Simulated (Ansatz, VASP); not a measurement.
One calculation of Ca, two programs

```xyz
1
Lattice="0.0000 2.7942 2.7942 2.7942 0.0000 2.7942 2.7942 2.7942 0.0000" Properties=species:S:1:pos:R:3 pbc="T T T"
Ca    0.0000    0.0000    0.0000
```

Alike in both runs: task relaxation of cell and atoms; functional r2SCAN; k mesh 12 × 12 × 12; occupations methfessel-paxton of order 1, width 0.001 eV; no spin polarisation.

```csv
,VASP,Ansatz
version,VASP 6.6.1,Ansatz 0.2.0
potentials or method,"VASP PAW PBE potentials, release 64 (Ca_sv)","PAW with Ansatz's default frozen-core files, scalar-relativistic"
plane-wave cutoff (eV),600,500
valence electrons in the cell,10,10
```

```tsv
	VASP	Ansatz	Ansatz less VASP
relaxed volume (Å³/atom)	43.63	43.17	-0.457
relaxed cell length with the largest relative difference (Å)	3.952	3.938	-0.0138
```

VASP's potentials were made for PBE, not for r2SCAN.

Noted on VASP's run: the relaxation stopped at its first step, so nothing moved.
